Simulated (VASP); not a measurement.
Al, 1 atom in the cell. It takes space group Fm-3m (No. 225, cubic). The conventional cell has a = 4.009 Å, b = 4.009 Å, c = 4.009 Å, α = 90.00°, β = 90.00°, γ = 90.00°. Al (site symmetry m-3m) has 12 Al at 2.83 Å within 3.7 Å. 

```yaml
Program: VASP 6.6.1
Task: single point
Functional: PBE
Potentials_or_basis: VASP PAW PBE potentials, release 64 (Al)
Cutoff: 520 eV
k_mesh: 12 × 12 × 12
Occupations: fermi-dirac, width 0.05 eV
Spin: no spin polarisation
Dipole_correction: no
Further_INCAR_settings: ALGO = Normal; EDIFF = 1e-06; NBANDS = 8
```

Potentials or basis: VASP PAW PBE potentials, release 64 (Al).

Command:

```bash
$ cat potpaw_PBE.64/Al/POTCAR > POTCAR
$ mpirun -np 1 vasp_std > vasp.out
```

Hardware: 1 thread of Intel Xeon 8259CL, on a shared host.

How long does it take, and how much memory?

Wall time 13 s on 1 thread of Intel Xeon 8259CL (shared host), peak memory 0.13 GiB. Counts: scf iterations 10, k points 72.
